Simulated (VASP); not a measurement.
Set up this calculation in VASP 6.6.1, as the native input.

```
Task                   : single point
Functional             : LDA
Potentials or basis    : VASP PAW LDA potentials, release 64 (Sb)
Cutoff                 : 500 eV
k mesh                 : 11 × 11 × 11
Occupations            : methfessel-paxton, width 0.05 eV
Spin                   : no spin polarisation
Dipole correction      : no
Further INCAR settings : ALGO = Normal; EDIFF = 1e-06; NBANDS = 8
```

The structure of Sb lies in POSCAR:

```
Sb
1.0
   -1.5765401850      1.5765401850      2.7119384300
    1.5765401850     -1.5765401850      2.7119384300
    1.5765401850      1.5765401850     -2.7119384300
Sb
1
Direct
    0.0000000000      0.0000000000      0.0000000000
```

These files were run (other wordings do the same):

INCAR

```
SYSTEM = Sb
PREC = Accurate
ENCUT = 500
EDIFF = 1E-6
ISMEAR = 1
SIGMA = 0.05
LREAL = .FALSE.
LASPH = .TRUE.
NELM = 120
ALGO = Normal
ISIF = 2
LWAVE = .FALSE.
LCHARG = .FALSE.
GGA = CA
NBANDS = 8
GGA_COMPAT = .FALSE.
```

KPOINTS

```
Automatic mesh
0
G
  11 11 11
  0 0 0
```

Potentials or basis: VASP PAW LDA potentials, release 64 (Sb).

Command:

```sh
$ cat potpaw_LDA.64/Sb/POTCAR > POTCAR
$ mpirun -np 1 vasp_std > vasp.out
```

Results of the run:

```yaml
Pressure: -2.5 GPa
Band_gap_on_the_k_mesh: zero (an odd number of electrons rules out a gap without spin polarisation)
```

Caveat: spin-orbit coupling is left out, which moves the levels of the heavy elements.

Run time: 16 s on 1 thread of AMD EPYC 7R13 Processor (Zen 3), on a shared host, peak memory 0.13 GiB.
